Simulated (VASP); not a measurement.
Set up this calculation in VASP 6.6.1, as the native input.

```yaml
Task: relaxation of cell and atoms
Functional: PBE
Potentials_or_basis: VASP PAW PBE potentials, release 64 (Ta_pv, C)
Cutoff: 600 eV
k_mesh: 12 × 12 × 12
Occupations: gaussian, width 0.1 eV
Spin: no spin polarisation
Dipole_correction: no
Further_INCAR_settings: ALGO = Normal; EDIFF = 1e-06; IBRION = 2; EDIFFG = -0.01; NSW = 100; ISIF = 3
```

The structure of TaC3 lies in POSCAR:

```
TaC3
1.0
    4.1868490740      0.0000000000      0.0000000000
    0.0000000000      4.1868490740      0.0000000000
    0.0000000000      0.0000000000      4.1868490740
Ta C
1 3
Direct
    0.5000000000      0.5000000000      0.5000000000
    0.0000000000      0.5000000000      0.5000000000
    0.5000000000      0.0000000000      0.5000000000
    0.5000000000      0.5000000000      0.0000000000
```

The cell was generated, and may not be a known phase.

The input as run:

INCAR

```
SYSTEM = TaC3
ALGO = Normal
EDIFF = 1E-6
EDIFFG = -0.01
ENCUT = 600
GGA = PE
IBRION = 2
ISIF = 3
ISMEAR = 0
LASPH = .True.
LCHARG = .False.
LREAL = .False.
LWAVE = .False.
NELM = 100
NSW = 100
PREC = Accurate
SIGMA = 0.1
```

KPOINTS

```
k-points
0
Gamma
  12 12 12
  0 0 0
```

Potentials or basis: VASP PAW PBE potentials, release 64 (Ta_pv, C).

The run is started by

```console
$ cat potpaw_PBE.64/Ta_pv/POTCAR potpaw_PBE.64/C/POTCAR > POTCAR
$ mpirun -np 1 vasp_std > vasp.out
```

Results of the run:

| Item | Value |
| --- | --- |
| Relaxed volume | 18.61 Å³/atom |
| Relaxed cell | a = 4.206 Å, b = 4.206 Å, c = 4.206 Å, α = 90.00°, β = 90.00°, γ = 90.00° |
| Space group after relaxing (to 0.1 Å) | Pm-3m (No. 221) |
| Energy gained by relaxing | 1.2 meV/atom |
| Ionic steps | 3 |
| Pressure after relaxing | 0.0 GPa |
| Band gap on the k mesh | zero (an odd number of electrons rules out a gap without spin polarisation) |

Caveat: spin-orbit coupling is left out, which moves the levels of the heavy elements.

Run time: 5.1 min on 1 thread of Intel Xeon 8259CL (shared host), peak memory 0.3 GiB.
